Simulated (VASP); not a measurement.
# Mo (P6/mmm) in VASP: a series of runs

Mo is run at these levels: PBEsol; tasks: single point.

Everything below comes from runs of VASP 6.6.1. Logs are shortened: lines on timing, memory, paths and dates and some standing lists are left out, and cuts for length are marked.

## (1) The cell of the first run

The structure is hexagonal, space group P6/mmm (No. 191). The conventional cell has a = 2.736 Å, b = 2.736 Å, c = 2.555 Å, α = 90.00°, β = 90.00°, γ = 120.00°. Within 3.4 Å of Mo (site symmetry 6/mmm) lie 8 Mo at 2.56 to 2.74 Å.

## (2) Single point, PBEsol

INCAR reads:

```
PREC = Accurate
ENCUT = 520
EDIFF = 1E-6
ISMEAR = 1
SIGMA = 0.3
LREAL = F
LASPH = T
NELM = 100
ALGO = Normal
ISIF = 2
LWAVE = F
LCHARG = F
GGA = PS
NBANDS = 13
```

KPOINTS reads:

```
Automatic mesh
0
Gamma
  11 11 10
```

POSCAR reads:

```
Mo
1.0
    2.7355100000      0.0000000000      0.0000000000
   -1.3677550000      2.3690210000      0.0000000000
    0.0000000000      0.0000000000      2.5551810000
Mo
1
Direct
    0.0000000000      0.0000000000      0.5000000000
```

Potentials or basis: VASP PAW PBE potentials, release 64 (Mo_sv).

Started as:

```
$ cat potpaw_PBE.64/Mo_sv/POTCAR > POTCAR
$ mpirun -np 1 vasp_std > vasp.out
```

OUTCAR:

```text
PREC = Accurate
   ENCUT = 520
   EDIFF = 1E-6
   ISMEAR = 1
   LREAL = F
   LASPH = T
   NELM = 100
   ISIF = 2
   GGA = PS

 ion  position               nearest neighbor table
   1  0.000  0.000  0.500-

  LATTYP: Found a hexagonal cell.
 ALAT       =     2.7355100000
 C/A-ratio  =     0.9340784717

  Lattice vectors:

 A1 = (   2.7355100000,   0.0000000000,   0.0000000000)
 A2 = (  -1.3677550000,   2.3690210000,   0.0000000000)
 A3 = (   0.0000000000,   0.0000000000,   2.5551810000)

Analysis of symmetry for initial positions (statically):
=====================================================================
 Subroutine PRICEL returns:
 Original cell was already a primitive cell.

 Routine SETGRP: Setting up the symmetry group for a
 hexagonal supercell.

 Subroutine GETGRP returns: Found 24 space group operations
 (whereof 24 operations were pure point group operations)
 out of a pool of 24 trial point group operations.

The static configuration has the point symmetry D_6h.

Analysis of symmetry for dynamics (positions and initial velocities):
=====================================================================
 Subroutine PRICEL returns:
 Original cell was already a primitive cell.

 Routine SETGRP: Setting up the symmetry group for a
 hexagonal supercell.

 Subroutine GETGRP returns: Found 24 space group operations
 (whereof 24 operations were pure point group operations)
 out of a pool of 24 trial point group operations.

The dynamic configuration has the point symmetry D_6h.

 Subroutine INISYM returns: Found 24 space group operations
 (whereof 24 operations are pure point group operations),
 and found     1 'primitive' translations

----------------------------------------------------------------------------------------

                                     Primitive cell

  volume of cell :      16.5588

  direct lattice vectors                    reciprocal lattice vectors
     2.735510000  0.000000000  0.000000000     0.365562546  0.211057648  0.000000000
    -1.367755000  2.369021000  0.000000000     0.000000000  0.422115296  0.000000000
     0.000000000  0.000000000  2.555181000     0.000000000  0.000000000  0.391361708

  length of vectors
     2.735510000  2.735509868  2.555181000     0.422115275  0.422115296  0.391361708

  position of ions in fractional coordinates (direct lattice)
     0.000000000  0.000000000  0.500000000

  ion indices of the primitive-cell ions
   primitive index   ion index
                 1           1

----------------------------------------------------------------------------------------

 KPOINTS: Automatic mesh

Automatic generation of k-mesh.
 Grid dimensions read from file:
 generate k-points for:   11   11   10

 Generating k-lattice:

  Cartesian coordinates                     Fractional coordinates (reciprocal lattice)
     0.033232959  0.019187059  0.000000000     0.090909091  0.000000000  0.000000000
     0.000000000  0.038374118  0.000000000     0.000000000  0.090909091  0.000000000
     0.000000000  0.000000000  0.039136171     0.000000000  0.000000000  0.100000000

  Length of vectors
     0.038374116  0.038374118  0.039136171

  Shift w.r.t. Gamma in fractional coordinates (k-lattice)
     0.000000000  0.000000000  0.000000000

 Subroutine IBZKPT returns following result:
 ===========================================

 Found     96 irreducible k-points:

 Following reciprocal coordinates:
            Coordinates               Weight
  0.000000  0.000000  0.000000      1.000000
  0.090909  0.000000  0.000000      6.000000
  0.181818  0.000000  0.000000      6.000000
  0.272727  0.000000  0.000000      6.000000
  0.363636 -0.000000  0.000000      6.000000
  0.454545  0.000000  0.000000      6.000000
[... 16 lines left out ...]
  0.090909  0.090909  0.100000     12.000000
  0.181818  0.090909  0.100000     24.000000
 [... further k-points ...]
   k-points           NKPTS =     96   k-points in BZ     NKDIM =     96   number of bands    NBANDS=     13
   number of dos      NEDOS =    301   number of ions     NIONS =      1
   total plane-waves  NPLWV =   8000
   dimension x,y,z NGX =    20 NGY =   20 NGZ =   20
   dimension x,y,z NGXF=    40 NGYF=   40 NGZF=   40
   ions per type =               1
   NGX,Y,Z   is equivalent  to a cutoff of  12.15, 12.15, 13.01 a.u.
   NGXF,Y,Z  is equivalent  to a cutoff of  24.31, 24.31, 26.02 a.u.
 SYSTEM =  unknown system
   PREC   = accura    normal or accurate (medium, high low for compatibility)
   ISTART =      0    job   : 0-new  1-cont  2-samecut
   ICHARG =      2    charge: 1-file 2-atom 10-const
   ISPIN  =      1    spin polarized calculation?
   LNONCOLLINEAR =      F non collinear calculations
   LSORBIT =      F    spin-orbit coupling
   LASPH  =      T    aspherical Exc in radial PAW
   ENCUT  =  520.0 eV  38.22 Ry    6.18 a.u.   5.09  5.09  4.75*2*pi/ulx,y,z
   NELM   =    100;   NELMIN=  2; NELMDL= -5     # of ELM steps
   EDIFF  = 0.1E-05   stopping-criterion for ELM
   LREAL  =      F    real-space projection
   EDIFFG = 0.1E-04   stopping-criterion for IOM
   NSW    =      0    number of steps for IOM
   IBRION =     -1    ionic relax: 0-MD 1-quasi-New 2-CG
   NFREE  =      0    steps in history (QN), initial steepest desc. (CG)
   ISIF   =      2    stress and relaxation
   ISYM   =      2    0-nonsym 1-usesym 2-fastsym
   POTIM  = 0.5000    time-step for ionic-motion
   TEBEG  =    0.0;   TEEND  =   0.0 temperature during run
   PSTRESS=    0.0 pullay stress
   NELECT =      14.0000    total number of electrons
   NUPDOWN=      -1.0000    fix difference up-down
   EMIN   =  10.00;   EMAX   =-10.00  energy-range for DOS
   EFERMI =   0.00;   METHOD = LEGACY
   ISMEAR =     1;   SIGMA  =   0.30  broadening in eV -4-tet -1-fermi 0-gaus
   EFERMI_NEDOS =   21; number of points for ismear=-14 and -15
   IALGO  =     38    algorithm
   IMIX   =      4    mixing-type and parameters
     AMIX     =   0.40;   BMIX     =  1.00
     AMIX_MAG =   1.60;   BMIX_MAG =  1.00
  volume/ion in A,a.u.               =      16.56       111.74
  Fermi-wavevector in a.u.,A,eV,Ry     =   1.548013  2.925320 32.604234  2.396344
  Thomas-Fermi vector in A             =   2.653024
   LORBIT       =      0    0 simple, 1 ext, 2 COOP (PROOUT), +10 PAW based schemes
   GGA     = PS    functional components
   LHFCALC =     F    Hartree Fock is set to
   AEXX    =    0.0000 exact exchange contribution
   IVDW    =     0    specifies the selected vdW correction
   LEPSILON=     F    determine dielectric tensor
   LRPA    =     F    only Hartree local field effects (RPA)
 non-spin polarized calculation
 Methfessel and Paxton  Order N= 1 SIGMA  =   0.30
  energy-cutoff  :      520.00
  volume of cell :       16.56
 maximum number of plane-waves:       460
   NGX = 11   NGY = 11   NGZ =  9

 number of electron      14.0000002 magnetization

 Free energy of the ion-electron system (eV)
  ---------------------------------------------------
  ext. energy  EPLUGINS =         0.00000000
  ---------------------------------------------------
  free energy    TOTEN  =       -10.87902809 eV

  energy without entropy =      -10.88085514  energy(sigma->0) =      -10.87963710

 E-fermi :  11.5087     XC(G=0): -13.1170

 val. band max:       11.5020105543   @ k =   0.0909   0.0909   0.1000
 cond. band min:      11.5180142259   @ k =   0.2727   0.0909   0.3000
 fundamental gap:      0.0160036717
 Fermi energy:        11.5086744710

 k-point     1 :       0.0000    0.0000    0.0000
  band No.  band energies     occupation
      1     -49.5116      2.00000
      2     -22.8176      2.00000
      3     -22.8176      2.00000
      4     -22.7461      2.00000
      5       4.6065      2.00000
      6       7.1243      2.00000
      7      10.5177      2.00003
      8      10.5177      2.00003
      9      15.5600     -0.00000
     10      15.5600     -0.00000
     11      24.4129      0.00000
     12      27.1581      0.00000
     13      31.9715      0.00000

 k-point     2 :       0.0909    0.0000    0.0000
  band No.  band energies     occupation
      1     -49.4940      2.00000
      2     -22.9349      2.00000
      3     -22.8438      2.00000
      4     -22.7338      2.00000
      5       4.9263      2.00000
      6       7.2631      2.00000
      7      10.2092      2.00000
      8      10.8157      2.00519
      9      15.2147     -0.00000
     10      15.5029     -0.00000
     11      25.1358      0.00000
     12      27.8019      0.00000
     13      30.3949      0.00000

 k-point     3 :       0.1818    0.0000    0.0000
  band No.  band energies     occupation
      1     -49.4463      2.00000
      2     -23.2426      2.00000
      3     -22.9136      2.00000
      4     -22.7007      2.00000
      5       5.7400      2.00000
      6       7.6179      2.00000
      7       9.6472      2.00000
      8      11.6767      0.19739
      9      14.4085     -0.00000
     10      15.3529     -0.00000
     11      26.4286      0.00000
     12      28.4164      0.00000
     13      29.4322      0.00000
[... 305 lines left out ...]
 k-point    23 :       0.0909    0.0909    0.1000
  band No.  band energies     occupation
      1     -49.4391      2.00000
      2     -23.1235      2.00000
      3     -22.8842      2.00000
      4     -22.8839      2.00000
      5       5.8023      2.00000
      6       7.8919      2.00000
      7       9.7869      2.00000
      8      11.5020      1.03759
      9      14.2416     -0.00000
     10      14.9393     -0.00000
     11      26.4051      0.00000
     12      27.2726      0.00000
     13      29.7246      0.00000

 k-point    24 :       0.1818    0.0909    0.1000
  band No.  band energies     occupation
      1     -49.3840      2.00000
      2     -23.4511      2.00000
      3     -22.9817      2.00000
      4     -22.8432      2.00000
      5       6.6965      2.00000
      6       8.2507      2.00000
      7       9.3284      2.00000
      8      12.5835     -0.00000
      9      13.6092     -0.00000
     10      14.6890     -0.00000
     11      26.4592      0.00000
     12      27.6328      0.00000
     13      29.0906      0.00000

 [... further k-points ...]
[... 5 lines left out ...]
  --------------------------------------------------------------------------------------
  -------------------------------------------------------------------------------------
  Total        0.0421055      0.0421055     -1.2913084      0.0000000     -0.0000000      0.0000000
  in kB        4.0739943      4.0739938   -124.9429270      0.0000000     -0.0000000      0.0000000
  external PRESSURE =     -38.9316463 kB  Pullay stress =       0.0000000 kB

 VOLUME and BASIS-vectors are now :
 -----------------------------------------------------------------------------
  energy-cutoff  :      520.00
  volume of cell :       16.56
      direct lattice vectors                 reciprocal lattice vectors
     2.735510000  0.000000000  0.000000000     0.365562546  0.211057648  0.000000000
    -1.367755000  2.369021000  0.000000000     0.000000000  0.422115296  0.000000000
     0.000000000  0.000000000  2.555181000     0.000000000  0.000000000  0.391361708

 POSITION                                       TOTAL-FORCE (eV/Angst)
 -----------------------------------------------------------------------------------
      0.00000      0.00000      1.27759         0.000000      0.000000      0.000000
 -----------------------------------------------------------------------------------
    total drift:                                0.000000      0.000000     -0.000000

  FREE ENERGIE OF THE ION-ELECTRON SYSTEM (eV)
  ---------------------------------------------------
  free  energy   TOTEN  =       -10.8790280862 eV

  energy  without entropy=      -10.8808551392  energy(sigma->0) =      -10.87963710
```

It took 8.1 s on 1 thread of Intel Xeon Platinum 8488C (Sapphire Rapids), shared host; peak memory 0.13 GiB.

What came out:

| Item | Value |
| --- | --- |
| Free energy | -10.8790 eV |
| Pressure | -3.9 GPa |
| Band gap on the k mesh | zero (band 7 reaches 12.28 eV, above the bottom of band 8 at 10.52 eV) |

Stress tensor (GPa, compression positive):
```
  0.41   0.00   0.00
  0.00   0.41   0.00
  0.00   0.00 -12.49
```

Levels at points of the mesh, in eV from the Fermi level:
```
           k point  band 4  band 5  band 6  band 7  band 8  band 9  band 10  band 11
(0.00, 0.00, 0.00)  -34.25   -6.90   -4.38   -0.99   -0.99    4.05     4.05    12.90
(0.00, 0.00, 0.50)  -34.17   -3.83   -0.17   -0.17   -0.06    0.74     0.74    10.01
```

Caveat: the PAW data sets were made with another functional, which shifts forces and pressure a little.

## (3) Single point, PBEsol

INCAR reads:

```
SYSTEM = Mo
PREC = Accurate
ENCUT = 520
EDIFF = 1E-7
ISMEAR = 1
SIGMA = 0.2
LREAL = .False.
LASPH = .True.
NELM = 80
ALGO = Normal
ISIF = 2
LWAVE = .False.
LCHARG = .False.
GGA = PS
NBANDS = 13
```

KPOINTS reads:

```
regular mesh
0
Gamma
  11 11 10
  0 0 0
```

POSCAR is that of step 2.

Potentials or basis: VASP PAW PBE potentials, release 64 (Mo_sv).

Started as:

```
$ cat potpaw_PBE.64/Mo_sv/POTCAR > POTCAR
$ mpirun -np 1 vasp_std > vasp.out
```

It took 8 s on 1 thread of Intel Xeon Platinum 8488C (Sapphire Rapids), shared host; peak memory 0.13 GiB.

Results (log left out):

```
Free energy            : -10.8794 eV
Pressure               : -3.8 GPa
Band gap on the k mesh : zero (band 7 reaches 12.28 eV, above the bottom of band 8 at 10.52 eV)
```

Stress tensor (GPa, compression positive):
```
  0.49   0.00   0.00
  0.00   0.49   0.00
  0.00   0.00 -12.40
```

Levels at points of the mesh, in eV from the Fermi level:
| k point | band 3 | band 4 | band 5 | band 6 | band 7 | band 8 | band 9 | band 10 | band 11 | band 12 |
| --- | --- | --- | --- | --- | --- | --- | --- | --- | --- | --- |
| (0.00, 0.00, 0.00) | -34.34 | -34.26 | -6.91 | -4.39 | -1.00 | -1.00 | 4.04 | 4.04 | 12.90 | 15.64 |
| (0.00, 0.00, 0.50) | -34.18 | -34.18 | -3.84 | -0.18 | -0.18 | -0.07 | 0.73 | 0.73 | 10.00 | 15.99 |

Caveat: the PAW data sets were made with another functional, which shifts forces and pressure a little.

## (4) Single point, PBEsol

INCAR reads:

```
ALGO = Normal
EDIFF = 1E-6
ENCUT = 520
GGA = PS
ISIF = 2
ISMEAR = 1
LASPH = True
LCHARG = True
LELF = True
LREAL = False
LVHAR = True
LWAVE = False
NBANDS = 13
NELM = 100
PREC = Accurate
SIGMA = 0.1
```

KPOINTS reads:

```
k-points
0
Gamma
  11 11 10
```

POSCAR is that of step 3.

Started as:

```
$ cat potpaw_PBE.64/Mo_sv/POTCAR > POTCAR
$ mpirun -np 1 vasp_std > vasp.out
```

Run time: 8.2 s. Hardware: 1 thread of Intel Xeon Platinum 8488C (Sapphire Rapids), shared host; peak memory 0.13 GiB.

The run converged. Its results:

| Item | Value |
| --- | --- |
| Free energy | -10.8795 eV |
| Pressure | -3.8 GPa |
| Band gap on the k mesh | zero (band 7 reaches 12.28 eV, above the bottom of band 8 at 10.52 eV) |

Stress tensor (GPa, compression positive):
```
  0.70   0.00   0.00
  0.00   0.70   0.00
  0.00   0.00 -12.72
```

Levels at points of the mesh, in eV from the Fermi level:
```tsv
k point	band 4	band 5	band 6	band 7	band 8	band 9	band 10	band 11
(0.00, 0.00, 0.00)	-34.26	-6.91	-4.39	-1.00	-1.00	4.05	4.05	12.90
(0.00, 0.00, 0.50)	-34.17	-3.84	-0.18	-0.18	-0.06	0.73	0.73	10.00
```

Caveat: the PAW data sets were made with another functional, which shifts forces and pressure a little.

## (5) Single point, PBEsol

INCAR reads:

```
SYSTEM = Mo
PREC     = Accurate       ! precision mode
ENCUT    = 520            ! plane-wave cutoff, eV
EDIFF    = 1E-6           ! SCF threshold, eV
ISMEAR   = 1              ! smearing method
SIGMA    = 0.05           ! smearing width, eV
LREAL    = .FALSE.        ! projectors in reciprocal space
LASPH    = .TRUE.         ! aspherical terms in the spheres
NELM     = 60             ! most SCF steps
ALGO     = Normal         ! electronic algorithm
ISIF     = 2              ! what is computed and relaxed
LWAVE    = .FALSE.        ! write WAVECAR
LCHARG   = .TRUE.         ! write CHGCAR
GGA      = PS             ! functional
LELF     = .TRUE.         ! ELF
LVHAR    = .TRUE.       
NBANDS   = 13             ! bands
```

KPOINTS reads:

```
Automatic mesh
0
G
  11 11 10
  0 0 0
```

POSCAR is that of step 4.

Started as:

```
$ cat potpaw_PBE.64/Mo_sv/POTCAR > POTCAR
$ mpirun -np 1 vasp_std > vasp.out
```

Wall time 8.3 s (1 thread of Intel Xeon Platinum 8488C (Sapphire Rapids), shared host); peak memory 0.13 GiB.

It converged, with:

```yaml
Free_energy: -10.8793 eV
Pressure: -3.8 GPa
Band_gap_on_the_k_mesh: zero (band 7 reaches 12.28 eV, above the bottom of band 8 at 10.52 eV)
```

Stress tensor (GPa, compression positive):
```
  0.83   0.00   0.00
  0.00   0.83   0.00
  0.00   0.00 -13.01
```

Levels at points of the mesh, in eV from the Fermi level:
| k point | band 5 | band 6 | band 7 | band 8 | band 9 | band 10 |
| --- | --- | --- | --- | --- | --- | --- |
| (0.00, 0.00, 0.00) | -6.90 | -4.39 | -1.00 | -1.00 | 4.05 | 4.05 |
| (0.00, 0.00, 0.50) | -3.84 | -0.18 | -0.18 | -0.06 | 0.73 | 0.73 |

Caveat: the PAW data sets were made with another functional, which shifts forces and pressure a little.

## (6) Overview

| smearing | gap on the mesh (eV) | pressure (GPa) |
| --- | --- | --- |
| methfessel-paxton 0.3 eV | none | -3.9 |
| methfessel-paxton 0.2 eV | none | -3.8 |
| methfessel-paxton 0.1 eV | none | -3.8 |
| methfessel-paxton 0.05 eV | none | -3.8 |

Alike in all rows: task single point; level PBEsol; potentials or basis VASP PAW PBE potentials, release 64 (Mo_sv); no spin polarisation; cell as given; k mesh 11 × 11 × 10; cutoff (eV) 520.

Every run on the cell as given and a fine mesh finds a metal.

Caveats: the PAW data sets were made with another functional, which shifts forces and pressure a little.

Total energies depend on the potentials used, so only differences within one code and one set of settings carry meaning.
